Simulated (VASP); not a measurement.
# Cu3Ni2 (P-6m2) in VASP: single point with PBE

Aim: the single point of Cu3Ni2 with PBE.

Program: VASP 6.6.1. These are calculated values, not measurements. Logs are shortened: lines on timing, memory, paths and dates and some standing lists are left out, and cuts for length are marked.

### Step 1. The cell of the first run

It takes space group P-6m2 (No. 187, hexagonal). Conventional cell: a = 2.553 Å, b = 2.553 Å, c = 20.700 Å, α = 90.00°, β = 90.00°, γ = 120.00°. Cu (site symmetry 3m) has 12 Cu at 2.54 to 2.55 Å within 3.4 Å. Within 3.4 Å of Cu (site symmetry -6m2) lie 6 Ni at 2.54 Å and 6 Cu at 2.55 Å. Within 3.4 Å of Cu (site symmetry 3m) lie 9 Cu at 2.54 to 2.55 Å and 3 Ni at 2.54 Å. Within 3.4 Å of Cu (site symmetry -6m2) lie 12 Cu at 2.54 to 2.55 Å. Ni (site symmetry 3m) has 3 Cu at 2.54 Å and 9 Ni at 2.54 to 2.55 Å within 3.4 Å. Within 3.4 Å of Ni (site symmetry 3m) lie 3 Cu at 2.54 Å and 9 Ni at 2.54 to 2.55 Å.

### Step 2. Single point, PBE, collinear spin, ferromagnetic start

File INCAR:

```
  PREC = Accurate
  ENCUT = 520
  EDIFF = 1E-6
  ISMEAR = 0
  SIGMA = 0.1
  LREAL = False
  LASPH = True
  NELM = 150
  ALGO = Normal
  ISIF = 2
  LWAVE = False
  LCHARG = False
  ISPIN = 2
  MAGMOM = 0 0 0 0 0 0 2 2 2 2
  LORBIT = 11
  LMAXMIX = 4
  GGA = PE
  NBANDS = 68
```

File KPOINTS:

```
Automatic mesh
0
Gamma
  6 6 1
```

File POSCAR:

```
Cu3Ni2
1.0
    2.5530510700      0.0000000000      0.0000000000
   -1.2765255400      2.2110070800      0.0000000000
    0.0000000000      0.0000000000     20.6998278600
Cu Ni
6 4
Direct
    0.6666666700      0.3333333300      0.9000000000
    0.6666666700      0.3333333300      0.1000000000
    0.6666666700      0.3333333300      0.5000000000
    0.3333333300      0.6666666700      0.8000000000
    0.3333333300      0.6666666700      0.0000000000
    0.3333333300      0.6666666700      0.2000000000
    0.6666666700      0.3333333300      0.3000000000
    0.6666666700      0.3333333300      0.7000000000
    0.3333333300      0.6666666700      0.4000000000
    0.3333333300      0.6666666700      0.6000000000
```

Potentials or basis: VASP PAW PBE potentials, release 64 (Cu, Ni).

On the command line:

```console
$ cat potpaw_PBE.64/Cu/POTCAR potpaw_PBE.64/Ni/POTCAR > POTCAR
$ mpirun -np 1 vasp_std > vasp.out
```

OUTCAR:

```text
PREC = Accurate
   ENCUT = 520
   EDIFF = 1E-6
   ISMEAR = 0
   LREAL = False
   LASPH = True
   NELM = 150
   ISIF = 2
   ISPIN = 2
   LORBIT = 11
   GGA = PE

 ion  position               nearest neighbor table
   1  0.667  0.333  0.900-   4 2.54   5 2.54   4 2.54   5 2.54   4 2.54   5 2.54
   2  0.667  0.333  0.100-   5 2.54   6 2.54   5 2.54   6 2.54   5 2.54   6 2.54
   3  0.667  0.333  0.500-   9 2.54  10 2.54   9 2.54  10 2.54   9 2.54  10 2.54
   4  0.333  0.667  0.800-   8 2.54   1 2.54   8 2.54   1 2.54   8 2.54   1 2.54
   5  0.333  0.667  0.000-   1 2.54   2 2.54   1 2.54   2 2.54   1 2.54   2 2.54
   6  0.333  0.667  0.200-   7 2.54   2 2.54   7 2.54   2 2.54   7 2.54   2 2.54
   7  0.667  0.333  0.300-   6 2.54   9 2.54   6 2.54   9 2.54   6 2.54   9 2.54
   8  0.667  0.333  0.700-   4 2.54  10 2.54   4 2.54  10 2.54   4 2.54  10 2.54
   9  0.333  0.667  0.400-   3 2.54   7 2.54   3 2.54   7 2.54   3 2.54   7 2.54
  10  0.333  0.667  0.600-   3 2.54   8 2.54   3 2.54   8 2.54   3 2.54   8 2.54

  LATTYP: Found a hexagonal cell.
 ALAT       =     2.5530510700
 C/A-ratio  =     8.1078784922

  Lattice vectors:

 A1 = (   2.5530510700,   0.0000000000,   0.0000000000)
 A2 = (  -1.2765255400,   2.2110070800,   0.0000000000)
 A3 = (   0.0000000000,   0.0000000000,  20.6998278600)

Analysis of symmetry for initial positions (statically):
=====================================================================
 Subroutine PRICEL returns:
 Original cell was already a primitive cell.

 Routine SETGRP: Setting up the symmetry group for a
 hexagonal supercell.

 Subroutine GETGRP returns: Found 12 space group operations
 (whereof 12 operations were pure point group operations)
 out of a pool of 24 trial point group operations.

The static configuration has the point symmetry D_3h.

Analysis of symmetry for dynamics (positions and initial velocities):
=====================================================================
 Subroutine PRICEL returns:
 Original cell was already a primitive cell.

 Routine SETGRP: Setting up the symmetry group for a
 hexagonal supercell.

 Subroutine GETGRP returns: Found 12 space group operations
 (whereof 12 operations were pure point group operations)
 out of a pool of 24 trial point group operations.

The dynamic configuration has the point symmetry D_3h.

Analysis of structural, dynamic, and magnetic symmetry:
=====================================================================
 Subroutine PRICEL returns:
 Original cell was already a primitive cell.

 Routine SETGRP: Setting up the symmetry group for a
 hexagonal supercell.

 Subroutine GETGRP returns: Found 12 space group operations
 (whereof 12 operations were pure point group operations)
 out of a pool of 24 trial point group operations.

The overall configuration has the point symmetry D_3h.

 Subroutine INISYM returns: Found 12 space group operations
 (whereof 12 operations are pure point group operations),
 and found     1 'primitive' translations

----------------------------------------------------------------------------------------

                                     Primitive cell

  volume of cell :     116.8467

  direct lattice vectors                    reciprocal lattice vectors
     2.553051070  0.000000000  0.000000000     0.391688209  0.226141294  0.000000000
    -1.276525540  2.211007080  0.000000000     0.000000000  0.452282586  0.000000000
     0.000000000  0.000000000 20.699827860     0.000000000  0.000000000  0.048309580

  length of vectors
     2.553051070  2.553051069 20.699827860     0.452282586  0.452282586  0.048309580

  position of ions in fractional coordinates (direct lattice)
     0.666666670  0.333333330  0.900000000
     0.666666670  0.333333330  0.100000000
     0.666666670  0.333333330  0.500000000
     0.333333330  0.666666670  0.800000000
     0.333333330  0.666666670  0.000000000
     0.333333330  0.666666670  0.200000000
     0.666666670  0.333333330  0.300000000
     0.666666670  0.333333330  0.700000000
     0.333333330  0.666666670  0.400000000
     0.333333330  0.666666670  0.600000000

  ion indices of the primitive-cell ions
[... 55 lines left out ...]
 SYSTEM =  unknown system
   PREC   = accura    normal or accurate (medium, high low for compatibility)
   ISTART =      0    job   : 0-new  1-cont  2-samecut
   ICHARG =      2    charge: 1-file 2-atom 10-const
   ISPIN  =      2    spin polarized calculation?
   LNONCOLLINEAR =      F non collinear calculations
   LSORBIT =      F    spin-orbit coupling
   LASPH  =      T    aspherical Exc in radial PAW
   ENCUT  =  520.0 eV  38.22 Ry    6.18 a.u.   4.75  4.75 38.49*2*pi/ulx,y,z
   NELM   =    150;   NELMIN=  2; NELMDL= -5     # of ELM steps
   EDIFF  = 0.1E-05   stopping-criterion for ELM
   LREAL  =      F    real-space projection
   EDIFFG = 0.1E-04   stopping-criterion for IOM
   NSW    =      0    number of steps for IOM
   IBRION =     -1    ionic relax: 0-MD 1-quasi-New 2-CG
   NFREE  =      0    steps in history (QN), initial steepest desc. (CG)
   ISIF   =      2    stress and relaxation
   ISYM   =      2    0-nonsym 1-usesym 2-fastsym
   POTIM  = 0.5000    time-step for ionic-motion
   TEBEG  =    0.0;   TEEND  =   0.0 temperature during run
   PSTRESS=    0.0 pullay stress
   NELECT =     106.0000    total number of electrons
   NUPDOWN=      -1.0000    fix difference up-down
   EMIN   =  10.00;   EMAX   =-10.00  energy-range for DOS
   EFERMI =   0.00;   METHOD = LEGACY
   ISMEAR =     0;   SIGMA  =   0.10  broadening in eV -4-tet -1-fermi 0-gaus
   EFERMI_NEDOS =   21; number of points for ismear=-14 and -15
   IALGO  =     38    algorithm
   IMIX   =      4    mixing-type and parameters
     AMIX     =   0.40;   BMIX     =  1.00
     AMIX_MAG =   1.60;   BMIX_MAG =  1.00
  volume/ion in A,a.u.               =      11.68        78.85
  Fermi-wavevector in a.u.,A,eV,Ry     =   1.584789  2.994816 34.171778  2.511555
  Thomas-Fermi vector in A             =   2.684353
   LORBIT       =     11    0 simple, 1 ext, 2 COOP (PROOUT), +10 PAW based schemes
   GGA     = PE    functional components
   LHFCALC =     F    Hartree Fock is set to
   AEXX    =    0.0000 exact exchange contribution
   IVDW    =     0    specifies the selected vdW correction
   LEPSILON=     F    determine dielectric tensor
   LRPA    =     F    only Hartree local field effects (RPA)
 spin polarized calculation
 Gauss-broadening in eV      SIGMA  =   0.10
  energy-cutoff  :      520.00
  volume of cell :      116.85
 maximum number of plane-waves:      3172
 NGX is ok and might be reduce to    20
   NGX =  9   NGY =  9   NGZ = 77

 number of electron     105.9999987 magnetization       1.0678314

 Free energy of the ion-electron system (eV)
  ---------------------------------------------------
  ext. energy  EPLUGINS =         0.00000000
  ---------------------------------------------------
  free energy    TOTEN  =       -43.80536491 eV

  energy without entropy =      -43.74444497  energy(sigma->0) =      -43.77490494

 E-fermi :   7.9232     XC(G=0): -12.8024

 val. band max:        7.9120315205   @ k =   0.3333   0.0000   0.0000
 cond. band min:       7.9689131187   @ k =   0.3333   0.1667   0.0000
 fundamental gap:      0.0568815983
 Fermi energy:         7.9231620616

 spin component 1

 k-point     1 :       0.0000    0.0000    0.0000
  band No.  band energies     occupation
      1      -1.3281      1.00000
      2      -0.8011      1.00000
      3      -0.5844      1.00000
      4       0.2587      1.00000
      5       0.5315      1.00000
      6       1.8428      1.00000
[... 465 lines left out ...]
     64      13.0932      0.00000
     65      13.3986      0.00000
 Fermi energy:         7.9231620616

 spin component 2

 k-point     1 :       0.0000    0.0000    0.0000
  band No.  band energies     occupation
      1      -1.3406      1.00000
      2      -0.8228      1.00000
      3      -0.6123      1.00000
      4       0.2361      1.00000
      5       0.5113      1.00000
      6       1.8276      1.00000
[... 465 lines left out ...]
     64      13.1416      0.00000
     65      13.4621      0.00000
 [bands above 65 left out]

------------------------ aborting loop because EDIFF is reached ----------------------------------------

  FORCE on cell =-STRESS in cart. coord.  units (eV):
  Direction    XX          YY          ZZ          XY          YZ          ZX
  --------------------------------------------------------------------------------------
  -------------------------------------------------------------------------------------
  Total       -1.8214114     -1.8214114     -1.3210377      0.0000000      0.0000000      0.0000000
  in kB      -24.9748141    -24.9748140    -18.1137937      0.0000001      0.0000000      0.0000000
  external PRESSURE =     -22.6878073 kB  Pullay stress =       0.0000000 kB

 VOLUME and BASIS-vectors are now :
 -----------------------------------------------------------------------------
  energy-cutoff  :      520.00
  volume of cell :      116.85
      direct lattice vectors                 reciprocal lattice vectors
     2.553051070  0.000000000  0.000000000     0.391688209  0.226141294  0.000000000
    -1.276525540  2.211007080  0.000000000     0.000000000  0.452282586  0.000000000
     0.000000000  0.000000000 20.699827860     0.000000000  0.000000000  0.048309580

 POSITION                                       TOTAL-FORCE (eV/Angst)
 -----------------------------------------------------------------------------------
      1.27653      0.73700     18.62985         0.000000     -0.000000      0.082065
      1.27653      0.73700      2.06998        -0.000000     -0.000000     -0.082065
      1.27653      0.73700     10.34991         0.000000     -0.000000     -0.000000
     -0.00000      1.47400     16.55986        -0.000000      0.000000     -0.259313
     -0.00000      1.47400      0.00000         0.000000      0.000000     -0.000000
     -0.00000      1.47400      4.13997        -0.000000     -0.000000      0.259313
      1.27653      0.73700      6.20995         0.000000     -0.000000      0.250924
      1.27653      0.73700     14.48988         0.000000     -0.000000     -0.250924
     -0.00000      1.47400      8.27993         0.000000     -0.000000     -0.310538
     -0.00000      1.47400     12.41990         0.000000     -0.000000      0.310538
 -----------------------------------------------------------------------------------
    total drift:                               -0.000000      0.000000     -0.000000

  FREE ENERGIE OF THE ION-ELECTRON SYSTEM (eV)
  ---------------------------------------------------
  free  energy   TOTEN  =       -43.8053649071 eV

  energy  without entropy=      -43.7444449723  energy(sigma->0) =      -43.77490494

 total charge

# of ion       s       p       d       tot
------------------------------------------
    1        0.452   0.386   9.176  10.013
    2        0.452   0.386   9.176  10.013
    3        0.446   0.389   9.168  10.003
    4        0.447   0.389   9.171  10.007
    5        0.454   0.390   9.174  10.018
    6        0.447   0.389   9.171  10.007
    7        0.460   0.422   8.331   9.212
    8        0.460   0.422   8.331   9.212
    9        0.460   0.421   8.328   9.209
   10        0.460   0.421   8.328   9.209
--------------------------------------------------
tot          4.538   4.013  88.352  96.904

 magnetization (x)

# of ion       s       p       d       tot
------------------------------------------
    1       -0.001  -0.002  -0.006  -0.009
    2       -0.001  -0.002  -0.006  -0.009
    3       -0.004  -0.011   0.003  -0.012
    4       -0.003  -0.007  -0.008  -0.018
    5        0.000  -0.001  -0.000  -0.001
    6       -0.003  -0.007  -0.008  -0.018
    7       -0.004  -0.011   0.276   0.262
    8       -0.004  -0.011   0.276   0.262
    9       -0.004  -0.012   0.357   0.341
   10       -0.004  -0.012   0.357   0.341
--------------------------------------------------
tot         -0.028  -0.077   1.242   1.137
```

Run time: 5.8 min. Hardware: 1 thread of Intel Xeon Platinum 8259CL at 2.50GHz (Skylake/Cascade Lake), shared host; peak memory 0.32 GiB.

Results:

```
Free energy                                           : -43.8054 eV
Pressure                                              : -2.3 GPa
Largest force                                         : 0.311 eV/Å
Net moment                                            : 1.07 μB per cell
Site moments                                          : Cu -0.01, -0.02, -0.00 (each value once); Ni +0.26, +0.34 (each value once) μB
Valence electrons inside the program's atomic spheres : Cu 10.01, 10.00, 10.02 (each value once); Ni 9.21
```

Forces in eV/Å, atoms in the order of the input:
```
Cu   0.000  0.000  0.082
Cu   0.000  0.000 -0.082
Cu   0.000  0.000  0.000
Cu   0.000  0.000 -0.259
Cu   0.000  0.000  0.000
Cu   0.000  0.000  0.259
Ni   0.000  0.000  0.251
Ni   0.000  0.000 -0.251
Ni   0.000  0.000 -0.311
Ni   0.000  0.000  0.311
```

Caveat: the k points lie up to 0.47 Å⁻¹ apart.
